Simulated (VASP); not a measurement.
# Nb (P6_3/mmc) in VASP: a series of runs

Nb is run at these levels: PBEsol; tasks: single point, relaxation of shape and atoms at fixed volume.

Everything below comes from runs of VASP 6.6.1. Logs are shortened: lines on timing, memory, paths and dates and some standing lists are left out, and cuts for length are marked.

## 1. The cell of the first run

Symmetry: P6_3/mmc, No. 194, hexagonal system. The conventional cell has a = 2.761 Å, b = 2.761 Å, c = 5.023 Å, α = 90.00°, β = 90.00°, γ = 120.00°. Nb (site symmetry -6m2) has 12 Nb at 2.76 to 2.97 Å within 3.6 Å.

## 2. Single point, PBEsol

File INCAR:

```
SYSTEM = Nb
PREC = Accurate
ENCUT = 520
EDIFF = 1E-6
ISMEAR = -1
SIGMA = 0.05
LREAL = .FALSE.
LASPH = .TRUE.
NELM = 60
ALGO = Normal
ISIF = 2
LWAVE = .FALSE.
LCHARG = .FALSE.
GGA = PS
NBANDS = 20
```

File KPOINTS:

```
regular mesh
0
G
  17 17 9
  0 0 0
```

File POSCAR:

```
Nb
1.0
    2.7611181416      0.0000000000      0.0000000000
   -1.3805590708      2.3911984534      0.0000000000
    0.0000000000      0.0000000000      5.0234988911
Nb
2
Direct
    0.3333333333      0.6666666667      0.2500000000
    0.6666666667      0.3333333333      0.7500000000
```

Potentials or basis: VASP PAW PBE potentials, release 64 (Nb_sv).

The run is started by

```
$ cat potpaw_PBE.64/Nb_sv/POTCAR > POTCAR
$ mpirun -np 1 vasp_std > vasp.out
```

OUTCAR:

```text
SYSTEM = Nb
   PREC = Accurate
   ENCUT = 520
   EDIFF = 1E-6
   ISMEAR = -1
   LREAL = .FALSE.
   LASPH = .TRUE.
   NELM = 60
   ISIF = 2
   GGA = PS

 ion  position               nearest neighbor table
   1  0.333  0.667  0.250-   2 2.97   2 2.97   2 2.97   2 2.97   2 2.97   2 2.97
   2  0.667  0.333  0.750-   1 2.97   1 2.97   1 2.97   1 2.97   1 2.97   1 2.97

  LATTYP: Found a hexagonal cell.
 ALAT       =     2.7611181416
 C/A-ratio  =     1.8193712234

  Lattice vectors:

 A1 = (   2.7611181416,   0.0000000000,   0.0000000000)
 A2 = (  -1.3805590708,   2.3911984534,   0.0000000000)
 A3 = (   0.0000000000,   0.0000000000,   5.0234988911)

Analysis of symmetry for initial positions (statically):
=====================================================================
 Subroutine PRICEL returns:
 Original cell was already a primitive cell.

 Routine SETGRP: Setting up the symmetry group for a
 hexagonal supercell.

 Subroutine GETGRP returns: Found 24 space group operations
 (whereof 12 operations were pure point group operations)
 out of a pool of 24 trial point group operations.

The static configuration has the point symmetry D_3d.
 The point group associated with its full space group is D_6h.

Analysis of symmetry for dynamics (positions and initial velocities):
=====================================================================
 Subroutine PRICEL returns:
 Original cell was already a primitive cell.

 Routine SETGRP: Setting up the symmetry group for a
 hexagonal supercell.

 Subroutine GETGRP returns: Found 24 space group operations
 (whereof 12 operations were pure point group operations)
 out of a pool of 24 trial point group operations.

The dynamic configuration has the point symmetry D_3d.
 The point group associated with its full space group is D_6h.

 Subroutine INISYM returns: Found 24 space group operations
 (whereof 12 operations are pure point group operations),
 and found     1 'primitive' translations

----------------------------------------------------------------------------------------

                                     Primitive cell

  volume of cell :      33.1671

  direct lattice vectors                    reciprocal lattice vectors
     2.761118142  0.000000000  0.000000000     0.362172116  0.209100169  0.000000000
    -1.380559071  2.391198453  0.000000000     0.000000000  0.418200337  0.000000000
     0.000000000  0.000000000  5.023498891     0.000000000  0.000000000  0.199064441

  length of vectors
     2.761118142  2.761118142  5.023498891     0.418200337  0.418200337  0.199064441

  position of ions in fractional coordinates (direct lattice)
     0.333333333  0.666666667  0.250000000
     0.666666667  0.333333333  0.750000000

  ion indices of the primitive-cell ions
   primitive index   ion index
                 1           1
                 2           2

----------------------------------------------------------------------------------------

 KPOINTS: regular mesh

Automatic generation of k-mesh.
 Grid dimensions read from file:
 generate k-points for:   17   17    9

 Generating k-lattice:

  Cartesian coordinates                     Fractional coordinates (reciprocal lattice)
     0.021304242  0.012300010  0.000000000     0.058823529 -0.000000000  0.000000000
     0.000000000  0.024600020  0.000000000     0.000000000  0.058823529  0.000000000
     0.000000000  0.000000000  0.022118271     0.000000000  0.000000000  0.111111111

  Length of vectors
     0.024600020  0.024600020  0.022118271

  Shift w.r.t. Gamma in fractional coordinates (k-lattice)
     0.000000000  0.000000000  0.000000000

 Subroutine IBZKPT returns following result:
 ===========================================

 Found    165 irreducible k-points:

 Following reciprocal coordinates:
            Coordinates               Weight
  0.000000  0.000000  0.000000      1.000000
  0.058824 -0.000000  0.000000      6.000000
  0.117647 -0.000000  0.000000      6.000000
  0.176471 -0.000000  0.000000      6.000000
  0.235294 -0.000000  0.000000      6.000000
  0.294118 -0.000000  0.000000      6.000000
[... 16 lines left out ...]
  0.411765  0.117647  0.000000     12.000000
  0.176471  0.176471  0.000000      6.000000
 [... further k-points ...]
   k-points           NKPTS =    165   k-points in BZ     NKDIM =    165   number of bands    NBANDS=     20
   number of dos      NEDOS =    301   number of ions     NIONS =      2
   total plane-waves  NPLWV =  23040
   dimension x,y,z NGX =    24 NGY =   24 NGZ =   40
   dimension x,y,z NGXF=    48 NGYF=   48 NGZF=   80
   ions per type =               2
   NGX,Y,Z   is equivalent  to a cutoff of  14.45, 14.45, 13.24 a.u.
   NGXF,Y,Z  is equivalent  to a cutoff of  28.90, 28.90, 26.47 a.u.
 SYSTEM =  Nb
   PREC   = accura    normal or accurate (medium, high low for compatibility)
   ISTART =      0    job   : 0-new  1-cont  2-samecut
   ICHARG =      2    charge: 1-file 2-atom 10-const
   ISPIN  =      1    spin polarized calculation?
   LNONCOLLINEAR =      F non collinear calculations
   LSORBIT =      F    spin-orbit coupling
   LASPH  =      T    aspherical Exc in radial PAW
   ENCUT  =  520.0 eV  38.22 Ry    6.18 a.u.   5.13  5.13  9.34*2*pi/ulx,y,z
   NELM   =     60;   NELMIN=  2; NELMDL= -5     # of ELM steps
   EDIFF  = 0.1E-05   stopping-criterion for ELM
   LREAL  =      F    real-space projection
   EDIFFG = 0.1E-04   stopping-criterion for IOM
   NSW    =      0    number of steps for IOM
   IBRION =     -1    ionic relax: 0-MD 1-quasi-New 2-CG
   NFREE  =      0    steps in history (QN), initial steepest desc. (CG)
   ISIF   =      2    stress and relaxation
   ISYM   =      2    0-nonsym 1-usesym 2-fastsym
   POTIM  = 0.5000    time-step for ionic-motion
   TEBEG  =    0.0;   TEEND  =   0.0 temperature during run
   PSTRESS=    0.0 pullay stress
   NELECT =      26.0000    total number of electrons
   NUPDOWN=      -1.0000    fix difference up-down
   EMIN   =  10.00;   EMAX   =-10.00  energy-range for DOS
   EFERMI =   0.00;   METHOD = LEGACY
   ISMEAR =    -1;   SIGMA  =   0.05  broadening in eV -4-tet -1-fermi 0-gaus
   EFERMI_NEDOS =   21; number of points for ismear=-14 and -15
   IALGO  =     38    algorithm
   IMIX   =      4    mixing-type and parameters
     AMIX     =   0.40;   BMIX     =  1.00
     AMIX_MAG =   1.60;   BMIX_MAG =  1.00
  volume/ion in A,a.u.               =      16.58       111.91
  Fermi-wavevector in a.u.,A,eV,Ry     =   1.509490  2.852523 31.001701  2.278561
  Thomas-Fermi vector in A             =   2.619805
   LORBIT       =      0    0 simple, 1 ext, 2 COOP (PROOUT), +10 PAW based schemes
   GGA     = PS    functional components
   LHFCALC =     F    Hartree Fock is set to
   AEXX    =    0.0000 exact exchange contribution
   IVDW    =     0    specifies the selected vdW correction
   LEPSILON=     F    determine dielectric tensor
   LRPA    =     F    only Hartree local field effects (RPA)
 non-spin polarized calculation
  energy-cutoff  :      520.00
  volume of cell :       33.17
 maximum number of plane-waves:       905
 NGX is ok and might be reduce to    24
   NGX = 11   NGY = 11   NGZ = 19

 number of electron      26.0000001 magnetization

 Free energy of the ion-electron system (eV)
  ---------------------------------------------------
  ext. energy  EPLUGINS =         0.00000000
  ---------------------------------------------------
  free energy    TOTEN  =       -21.15529464 eV

  energy without entropy =      -21.13518224  energy(sigma->0) =      -21.14523844

 E-fermi :  12.6321     XC(G=0): -13.0485

 val. band max:       12.6294790365   @ k =   0.1176  -0.0000   0.4444
 cond. band min:      12.6382691063   @ k =   0.0000   0.0000   0.2222
 fundamental gap:      0.0087900697
 Fermi energy:        12.6321496366

 k-point     1 :       0.0000    0.0000    0.0000
  band No.  band energies     occupation
      1     -41.9382      2.00000
      2     -41.7295      2.00000
      3     -18.6658      2.00000
      4     -17.2811      2.00000
      5     -17.0193      2.00000
      6     -17.0193      2.00000
[... 12 lines left out ...]
     19      17.5067      0.00000
     20      17.5067      0.00000

 k-point     2 :       0.0588   -0.0000    0.0000
  band No.  band energies     occupation
      1     -41.9263      2.00000
      2     -41.7206      2.00000
      3     -18.6461      2.00000
      4     -17.2818      2.00000
      5     -17.0859      2.00000
      6     -17.0368      2.00000
[... 12 lines left out ...]
     19      17.5606      0.00000
     20      17.9236      0.00000

 k-point     3 :       0.1176   -0.0000    0.0000
  band No.  band energies     occupation
      1     -41.8920      2.00000
      2     -41.6952      2.00000
      3     -18.5883      2.00000
      4     -17.2847      2.00000
      5     -17.2750      2.00000
      6     -17.1532      2.00000
[... 12 lines left out ...]
     19      17.6736      0.00000
     20      18.8399      0.00000

 k-point     4 :       0.1765   -0.0000    0.0000
  band No.  band energies     occupation
      1     -41.8391      2.00000
      2     -41.6569      2.00000
      3     -18.4971      2.00000
      4     -17.5569      2.00000
      5     -17.4301      2.00000
      6     -17.2921      2.00000
[... 12 lines left out ...]
     19      17.7734      0.00000
     20      19.9173      0.00000

 k-point     5 :       0.2353   -0.0000    0.0000
  band No.  band energies     occupation
      1     -41.7738      2.00000
      2     -41.6111      2.00000
      3     -18.3798      2.00000
      4     -17.8893      2.00000
      5     -17.7507      2.00000
      6     -17.3075      2.00000
[... 12 lines left out ...]
     19      17.8275      0.00000
     20      21.0045      0.00000

 k-point     6 :       0.2941   -0.0000    0.0000
  band No.  band energies     occupation
      1     -41.7037      2.00000
      2     -41.5648      2.00000
      3     -18.2465      2.00000
      4     -18.2247      2.00000
      5     -18.0700      2.00000
      6     -17.3341      2.00000
[... 12 lines left out ...]
     19      17.8379      0.00000
     20      22.0045      0.00000

 k-point     7 :       0.3529   -0.0000    0.0000
  band No.  band energies     occupation
      1     -41.6376      2.00000
      2     -41.5250      2.00000
      3     -18.5187      2.00000
      4     -18.3479      2.00000
      5     -18.1104      2.00000
      6     -17.4029      2.00000
[... 12 lines left out ...]
     19      17.8216      0.00000
     20      22.4135      0.00000
[... 277 lines left out ...]
 k-point    20 :       0.2353    0.1176    0.0000
  band No.  band energies     occupation
      1     -41.6818      2.00000
      2     -41.5510      2.00000
      3     -18.2236      2.00000
      4     -18.2035      2.00000
      5     -18.1215      2.00000
      6     -17.4177      2.00000
[... 12 lines left out ...]
     19      17.4157      0.00000
     20      22.7052      0.00000

 k-point    21 :       0.2941    0.1176    0.0000
  band No.  band energies     occupation
      1     -41.6193      2.00000
      2     -41.5145      2.00000
      3     -18.4843      2.00000
      4     -18.3418      2.00000
      5     -18.0714      2.00000
      6     -17.5236      2.00000
[... 12 lines left out ...]
     19      18.6848      0.00000
     20      22.8129      0.00000

 k-point    22 :       0.3529    0.1176    0.0000
  band No.  band energies     occupation
      1     -41.5689      2.00000
      2     -41.4897      2.00000
      3     -18.6766      2.00000
      4     -18.5052      2.00000
      5     -17.9522      2.00000
      6     -17.6022      2.00000
[... 12 lines left out ...]
     19      19.8619      0.00000
     20      23.0364      0.00000

 k-point    23 :       0.4118    0.1176    0.0000
  band No.  band energies     occupation
      1     -41.5395      2.00000
      2     -41.4785      2.00000
      3     -18.7785      2.00000
      4     -18.5922      2.00000
      5     -17.8734      2.00000
      6     -17.6439      2.00000
[... 12 lines left out ...]
     19      20.6820      0.00000
     20      22.4864      0.00000

 k-point    24 :       0.1765    0.1765    0.0000
  band No.  band energies     occupation
      1     -41.6878      2.00000
      2     -41.5546      2.00000
      3     -18.2159      2.00000
      4     -18.1247      2.00000
      5     -18.1156      2.00000
      6     -17.4242      2.00000
[... 12 lines left out ...]
     19      17.4433      0.00000
     20      22.7528      0.00000

 [... further k-points ...]

------------------------ aborting loop because EDIFF is reached ----------------------------------------

  FORCE on cell =-STRESS in cart. coord.  units (eV):
  Direction    XX          YY          ZZ          XY          YZ          ZX
  --------------------------------------------------------------------------------------
  -------------------------------------------------------------------------------------
  Total        3.4289397      3.4289397      3.4162828      0.0000000      0.0000000      0.0000000
  in kB      165.6393471    165.6393471    165.0279381      0.0000000      0.0000000      0.0000000
  external PRESSURE =     165.4355441 kB  Pullay stress =       0.0000000 kB

 VOLUME and BASIS-vectors are now :
 -----------------------------------------------------------------------------
  energy-cutoff  :      520.00
  volume of cell :       33.17
      direct lattice vectors                 reciprocal lattice vectors
     2.761118142  0.000000000  0.000000000     0.362172116  0.209100169  0.000000000
    -1.380559071  2.391198453  0.000000000     0.000000000  0.418200337  0.000000000
     0.000000000  0.000000000  5.023498891     0.000000000  0.000000000  0.199064441

 POSITION                                       TOTAL-FORCE (eV/Angst)
 -----------------------------------------------------------------------------------
     -0.00000      1.59413      1.25587         0.000000      0.000000      0.000000
      1.38056      0.79707      3.76762        -0.000000      0.000000      0.000000
 -----------------------------------------------------------------------------------
    total drift:                               -0.000000      0.000000     -0.000000

  FREE ENERGIE OF THE ION-ELECTRON SYSTEM (eV)
  ---------------------------------------------------
  free  energy   TOTEN  =       -21.1552946361 eV

  energy  without entropy=      -21.1351822418  energy(sigma->0) =      -21.14523844
```

It took 67 s on 1 thread of Intel Xeon Platinum 8488C (Sapphire Rapids), shared host; peak memory 0.22 GiB.

What came out:

| Quantity | Value |
| --- | --- |
| Free energy | -21.1553 eV |
| Pressure | 16.5 GPa |
| Band gap on the k mesh | zero (band 13 reaches 14.64 eV, above the bottom of band 14 at 11.76 eV) |

Caveat: the PAW data sets were made with another functional, which shifts forces and pressure a little.

(Part 1 of 2 ends here.)
